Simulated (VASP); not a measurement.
The system is Ag.

```
Ag
1.0
     1.45314    0.83897    7.10728
    -1.45314    0.83897    7.10728
     0.00000   -1.67794    7.10728
Ag
3
Direct
  0.22228 0.22228 0.22228
  0.77772 0.77772 0.77772
  0.00000 0.00000 0.00000
```

Base run:

```yaml
Program: VASP 6.6.1
Functional: PBE
Potentials_or_basis: VASP PAW PBE potentials, release 64 (Ag)
Cutoff: 520 eV
k_mesh: 10 × 10 × 10
Occupations: fermi-dirac, width 0.05 eV
Spin: no spin polarisation
```

Its results: band gap on the k mesh zero (an odd number of electrons rules out a gap without spin polarisation); pressure 3.2 GPa.

Question: The run is repeated on the same cell with these changes: functional from PBE to r2SCAN; further incar settings from ALGO = Fast; EDIFF = 1e-06; NBANDS = 24 to ALGO = Normal; EDIFF = 1e-06; NBANDS = 24. What comes out?

Answer: Band gap on the k mesh zero (an odd number of electrons rules out a gap without spin polarisation); pressure 0.3 GPa.

Caveats: the cell stands under pressure (at least some runs); the PAW data sets were made with another functional, which shifts forces and pressure a little (at least some runs).
